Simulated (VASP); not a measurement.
Ta, 1 atom in the cell. The cell holds a slab with vacuum, 1 atom: a = 2.875 Å, b = 2.875 Å, c = 16.000 Å, α = 90.00°, β = 90.00°, γ = 109.47°. 

| Property | Result |
| --- | --- |
| Program | VASP 6.6.1 |
| Task | single point |
| Functional | PBE |
| Potentials or basis | VASP PAW PBE potentials, release 64 (Ta_pv) |
| Cutoff | 520 eV |
| k mesh | 13 × 13 × 1 |
| Occupations | fermi-dirac, width 0.1 eV |
| Spin | no spin polarisation |
| Dipole correction | yes |
| Further INCAR settings | ALGO = Normal; EDIFF = 1e-06; NBANDS = 12 |

Potentials or basis: VASP PAW PBE potentials, release 64 (Ta_pv).

Command:

```bash
$ cat potpaw_PBE.64/Ta_pv/POTCAR > POTCAR
$ mpirun -np 1 vasp_std > vasp.out
```

Hardware: 1 thread of Intel(R) Xeon(R) Platinum 8488C (Sapphire Rapids), on a shared host.

Task: Estimate the wall time of this run.

Result: Run time: 50 s on 1 thread of Intel(R) Xeon(R) Platinum 8488C (Sapphire Rapids) (shared host), peak memory 0.27 GiB. Counts: scf iterations 19, k points 49.
